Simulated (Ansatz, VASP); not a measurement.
Two plane-wave programs on C

```
CELL_PARAMETERS angstrom
2.50984 0.00000 0.00000
-1.25492 2.17359 0.00000
0.00000 0.00000 8.28025
ATOMIC_POSITIONS crystal
C 0.00000 0.00000 0.00081
C 0.33333 0.66667 0.24925
C 0.00000 0.00000 0.50081
C 0.66667 0.33333 0.74925
C 0.00000 0.00000 0.18669
C 0.33333 0.66667 0.43825
C 0.00000 0.00000 0.68669
C 0.66667 0.33333 0.93825
```

Alike in both runs: task single point; functional PBE; k mesh 12 × 12 × 4; no spin polarisation.

|  | VASP | Ansatz |
| --- | --- | --- |
| version | VASP 6.6.1 | Ansatz 0.2.0 |
| potentials or method | VASP PAW PBE potentials, release 64 (C) | plane waves, PAW |
| plane-wave cutoff (eV) | 520 | 420 |
| occupations | gaussian, width 0.01 eV | fixed |
| valence electrons in the cell | 32 | 32 |

Ansatz gave:

* gap on the k mesh at the Fermi level (eV): 4.57
* pressure (GPa): 4.2
* traceless stress, the component that is largest in VASP (GPa): -0.24
* rms of the force components (eV/Å): 0.009

Question: What did VASP give for the same quantities?

Answer: gap on the k mesh at the Fermi level (eV): 4.56; pressure (GPa): 4.9; traceless stress, the component that is largest in VASP (GPa): -0.29; rms of the force components (eV/Å): 0.011.

Atom by atom the forces differ by 0.002 eV/Å (rms over components).
